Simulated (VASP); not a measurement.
Pt: single point with LDA

Pt:

```
Pt
1.0
     2.53490    0.00000    0.00000
    -1.26745    2.19529    0.00000
     0.00000    0.00000    4.37711
Pt
2
Direct
  0.66667 0.33333 0.75000
  0.33333 0.66667 0.25000
```

| Item | Value |
| --- | --- |
| Program | VASP 6.6.1 |
| Task | single point |
| Functional | LDA |
| Potentials or basis | VASP PAW LDA potentials, release 64 (Pt) |
| Cutoff | 520 eV |
| k mesh | 21 × 21 × 10 |
| Occupations | gaussian, width 0.15 eV |
| Spin | collinear spin, ferromagnetic start |
| Starting moments | [0.45, 0.45] μB |
| Fixed moment | 0.9 μB |
| Dipole correction | no |
| Further INCAR settings | ALGO = Normal; EDIFF = 1e-06; NBANDS = 21 |

* Pressure: 105.1 GPa
* Net moment: 0.90 μB per cell
* Site moments: Pt +0.44 μB

Stress tensor (GPa, compression positive):
```
111.43   0.00   0.00
  0.00 111.43   0.00
  0.00   0.00  92.52
```

Wall time 4.5 min on 1 thread of Oxide Virtual Turin-like Processor, on a shared host, peak memory 0.26 GiB.

Caveat: the total moment is fixed, so each spin has its own Fermi level.
